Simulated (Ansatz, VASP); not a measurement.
# One calculation of TiC, two programs

```xyz
2
Lattice="0.0000 2.1304 2.1304 2.1304 0.0000 2.1304 2.1304 2.1304 0.0000" Properties=species:S:1:pos:R:3 pbc="T T T"
Ti    0.0000    0.0000    0.0000
C     2.1304    2.1304    2.1304
```

Alike in both runs: functional LDA; k mesh 8 × 8 × 8; occupations gaussian, width 0.1 eV; no spin polarisation.

Ansatz relaxed the structure, and its values are those at the end. VASP's run is a single point on that final structure, the one shown.

|  | VASP | Ansatz |
| --- | --- | --- |
| version | VASP 6.6.1 | Ansatz 0.2.0 |
| potentials or method | VASP PAW LDA potentials, release 64 (Ti_sv, C), cutoff 520 eV | scalar-relativistic, plane waves, PAW |
| valence electrons in the cell | 16 | 16 |

VASP gave:

* gap on the k mesh at the Fermi level (eV): none
* pressure (GPa): 0.7

Question: Which values does Ansatz return?

Answer: gap on the k mesh at the Fermi level (eV): none; pressure (GPa): 0.0.

Ansatz warns that its potentials were made for another functional, while VASP's fit it. LDA's correlation is that of Perdew and Zunger in VASP and of Perdew and Wang (1992) in Ansatz. A gap of «none» marks a metal or a gap that the smearing closes.
